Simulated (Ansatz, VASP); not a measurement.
# One calculation of Cr, two programs

Contents of INCAR:

```
ALGO = Normal ; EDIFF = 1E-6
ENCUT = 520 ; GGA = RE
ISIF = 2 ; ISMEAR = -1
ISPIN = 2 ; LASPH = T
LCHARG = F ; LMAXMIX = 4
LORBIT = 11 ; LREAL = F
LWAVE = F ; MAGMOM = 0 0.063 0.063
NBANDS = 29 ; NELM = 150
PREC = Accurate ; SIGMA = 0.05
```

Contents of KPOINTS:

```
k-points
0
Gamma
  10 10 15
```

Contents of POSCAR:

```
Cr
1.0
    4.1971322020      0.0000000000      0.0000000000
   -2.0985661010      3.6348231100      0.0000000000
    0.0000000000      0.0000000000      2.2690009313
Cr
3
Direct
    0.0000000000      1.0000000000      0.0000000000
    0.3333333333      0.6666666667      0.5000000000
    0.6666666667      0.3333333333      0.5000000000
```

Input for Ansatz:

```yaml
crystal:
  lattice:
    - [4.197132202, 0.0, 0.0]
    - [-2.098566101, 3.63482311, 0.0]
    - [0.0, 0.0, 2.2690009313]
  atoms:
    - { symbol: Cr, position: [0.0, 1.0, 0.0], spin: 0.0 }
    - { symbol: Cr, position: [0.3333333333, 0.6666666667, 0.5], spin: 0.063 }
    - { symbol: Cr, position: [0.6666666667, 0.3333333333, 0.5], spin: 0.063 }
hamiltonian:
  xc: revpbe
  pseudopotentials:
    kind: paw
    azcp:
      Cr: "pseudopotentials/Cr.paw.azcp"
basis:
  ecutwfc: 420
  fft_grid_basis: typed
kpoints:
  mp_grid: { grid: [10, 10, 15], shift: [0, 0, 0] }
magnetization:
  spin_polarized: true
scf:
  occupations: { method: fermi_dirac, width: 0.05 }
  lower_state_search: "off"
output:
  stress: true
```

Alike in both runs: task single point; functional revPBE; k mesh 10 × 10 × 15; occupations fermi-dirac, width 0.05 eV; collinear spin.

```csv
,VASP,Ansatz
version,VASP 6.6.1,Ansatz 0.2.0
potentials or method,"VASP PAW PBE potentials, release 64 (Cr_pv), cutoff 520 eV","plane waves (420 eV) with PAW, scalar-relativistic"
valence electrons in the cell,36,42
```

Ansatz gave:

| Item | Value |
| --- | --- |
| pressure (GPa) | 10.2 |
| traceless stress, the component that is largest in VASP (GPa) | 1.29 |
| net moment per atom (μB) | 0.00 |

**Question.** Which values does VASP return?

**Answer.** Pressure (GPa): 9.9; traceless stress, the component that is largest in VASP (GPa): 1.32; net moment per atom (μB): 0.02.

VASP's potentials were made for PBE, not for revPBE. VASP's potentials hold 36 valence electrons a cell and Ansatz's 42, so a difference there can come from the potentials and not from the codes. Ansatz's warnings: seeded moment not kept.
